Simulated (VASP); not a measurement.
Runs of VASP 6.6.1 on VH. Symmetry: Fm-3m, No. 225, cubic system. The conventional cell has a = 3.928 Å, b = 3.928 Å, c = 3.928 Å, α = 90.00°, β = 90.00°, γ = 90.00°. V (site symmetry m-3m) has 6 H at 1.96 Å within 2.6 Å. Within 2.6 Å of H (site symmetry m-3m) lie 6 V at 1.96 Å. 

```csv
spin,fixed moment (μB),pressure (GPa),moment (μB)
"collinear, ferromagnetic start",1.3,(a),1.30
"collinear, ferromagnetic start",0.4,0.5,0.40
"collinear, ferromagnetic start",0.9,2.7,0.90
"collinear, ferromagnetic start",1.8,11.4,1.80
"collinear, zero start",0.0,(b),0.00
```

Alike in all rows: task single point; level r2SCAN; potentials or basis VASP PAW PBE potentials, release 64 (V_sv, H); cell as given; k mesh 13 × 13 × 13; cutoff (eV) 520; smearing fermi-dirac 0.05 eV.

**Question.** Fill in the values left out.

**Answer.** (a) 6.0; (b) -0.1.

Caveats: the PAW data sets were made with another functional, which shifts forces and pressure a little; the total moment is fixed, so each spin has its own Fermi level and the state may be an excited one (at least some runs); the cell stands under pressure (at least some runs); the total moment is fixed, so each spin has its own Fermi level (at least some runs).
